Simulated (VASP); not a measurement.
A run of VASP 6.6.1 is set up as follows.

The input INCAR:

```
SYSTEM = H10CO6
PREC = Accurate
ENCUT = 910
EDIFF = 1E-6
ISMEAR = -1
SIGMA = 0.05
LREAL = Auto
LASPH = .TRUE.
NELM = 120
ALGO = Normal
ISIF = 2
LWAVE = .FALSE.
LCHARG = .FALSE.
GGA = PE
NBANDS = 39
GGA_COMPAT = .FALSE.
```

KPOINTS

```
Automatic mesh
0
G
  1 1 1
  0 0 0
```

The input POSCAR:

```
H10CO6
1.0
    6.1962860000      0.0000000000      0.0000000000
    0.0000000000      6.1962860000      0.0000000000
    0.0000000000      0.0000000000      6.1962860000
O H C
6 10 1
Direct
    0.1931963760      0.3590376558      0.9114169359
    0.7360699619      0.4532876630      0.4542559850
    0.1332249673      0.0243855755      0.6690620801
    0.3290196740      0.5982938812      0.5441162658
    0.8235094378     -0.0818716244      0.9519250725
    0.6644625506      0.2221169262      0.8314496781
    0.2504242057      0.4644072272      0.8082583664
    0.0805805284      0.4195739190      0.9912550841
    0.7321966739      0.3552127839      0.5834139999
    0.8876769084      0.4941508510      0.4306289284
    0.1628717590      0.1604832314      0.7562110593
    0.0437842927      0.0756420862      0.5493613432
    0.4696361659      0.5787983318      0.4802070143
    0.2936275053      0.7485451769      0.5686793670
    0.9264743429     -0.0447203373      0.8416331977
    0.5346105716      0.0028726886      1.0604255517
    0.6662055302      0.0612625047      0.9464540533
```

Potentials or basis: VASP PAW PBE potentials, release 64 (O_h, H_h, C_h).

Launch:

```console
$ cat potpaw_PBE.64/O_h/POTCAR potpaw_PBE.64/H_h/POTCAR potpaw_PBE.64/C_h/POTCAR > POTCAR
$ mpirun -np 1 vasp_gam > vasp.out
```

(1) Estimate the largest force.

(2) What does it give for the pressure?

## Answers

(1) 2.203 eV/Å.

(2) 0.3 GPa.

Caveat: the k points lie up to 1.01 Å⁻¹ apart; the cutoff is under 1.25 times the usual one of these potentials, so pressure, stress and relaxed cells hold a basis-set (Pulay) error.
